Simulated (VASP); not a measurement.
Runs of VASP 6.6.1 on B. The structure is that of space group Im-3m (No. 229), or close to it. The cells are those of the table. 

```tsv
task	cell	k mesh	cutoff (eV)	gap on the mesh (eV)	pressure (GPa)
single point	a = 2.109 Å, angles 109.5°, 1 atom	21 × 21 × 21	520	none	-14.9
single point	a = 2.004 Å, angles 109.5°, 1 atom	21 × 21 × 21	520	none	(a)
single point	a = 1.975 Å, angles 109.5°, 1 atom	21 × 21 × 21	520	none	(b)
single point	a = 2.058 Å, angles 109.5°, 1 atom	21 × 21 × 21	520	none	-6.1
single point	a = 2.031 Å, angles 109.5°, 1 atom	18 × 18 × 18	520	none	0.0
single point	a = 1.946 Å, angles 109.5°, 1 atom	21 × 21 × 21	520	none	30.6
single point	a = 2.031 Å, angles 109.5°, 1 atom	21 × 21 × 21	520	none	-0.1
single point	a = 2.031 Å, angles 109.5°, 1 atom	31 × 31 × 31	520	none	-0.1
relaxation of cell and atoms	relaxed from a = 2.042 Å, angles 109.5°, 1 atom	18 × 18 × 18	600	none	0.0
single point	a = 2.084 Å, angles 109.5°, 1 atom	21 × 21 × 21	520	none	-11.0
```

Alike in all rows: level BLYP; potentials or basis VASP PAW PBE potentials, release 64 (B); no spin polarisation; smearing fermi-dirac 0.1 eV.

**Question.** Estimate the missing entries.

**Answer.** (a) 7.8; (b) 17.9.

Caveats: the PAW data sets were made with another functional, which shifts forces and pressure a little.

A gap of «none» marks levels without a gap at the run's occupations.
